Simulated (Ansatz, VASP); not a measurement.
# Ti in VASP and in Ansatz

File INCAR:

```
ALGO = Normal ; EDIFF = 1E-6
ENCUT = 520 ; GGA = PS
ISIF = 2 ; ISMEAR = -1
LASPH = True ; LCHARG = False
LREAL = False ; LWAVE = False
NBANDS = 12 ; NELM = 80
PREC = Accurate ; SIGMA = 0.05
```

The input KPOINTS:

```
k-points
0
Gamma
  14 14 14
```

POSCAR

```
Ti
1.0
   -1.6131810665      1.6131810665      1.6131810665
    1.6131810665     -1.6131810665      1.6131810665
    1.6131810665      1.6131810665     -1.6131810665
Ti
1
Direct
    0.0000000000      0.0000000000      0.0000000000
```

Input for Ansatz:

```yaml
crystal:
  lattice:
    - [-1.6131810665, 1.6131810665, 1.6131810665]
    - [1.6131810665, -1.6131810665, 1.6131810665]
    - [1.6131810665, 1.6131810665, -1.6131810665]
  atoms:
    - { symbol: Ti, position: [0.0, 0.0, 0.0] }
kpoints:
  mp_grid: { grid: [14, 14, 14] }
scf:
  occupations: { method: fermi_dirac, width: 0.05 }
hamiltonian:
  xc: pbesol
  pseudopotentials: { kind: all_electron, lapw: { basis_error: 0.00025 } }
output:
  forces: true
  stress: true
  eigenvalues: true
```

Change from the starting cell: volume scaled by 0.95.

Alike in both runs: task single point; functional PBEsol; k mesh 14 × 14 × 14; occupations fermi-dirac, width 0.05 eV; no spin polarisation.

```csv
,VASP,Ansatz
version,VASP 6.6.1,Ansatz 0.2.0
potentials or method,"VASP PAW PBE potentials, release 64 (Ti_sv), cutoff 520 eV","all-electron LAPW, scalar-relativistic"
```

Ansatz gave:

* pressure (GPa): -1.6

**Question.** Estimate VASP's values.

**Answer.** Pressure (GPa): -1.9.

VASP's potentials were made for PBE, not for PBEsol. Ansatz ran all-electron here, and VASP with PAW potentials.
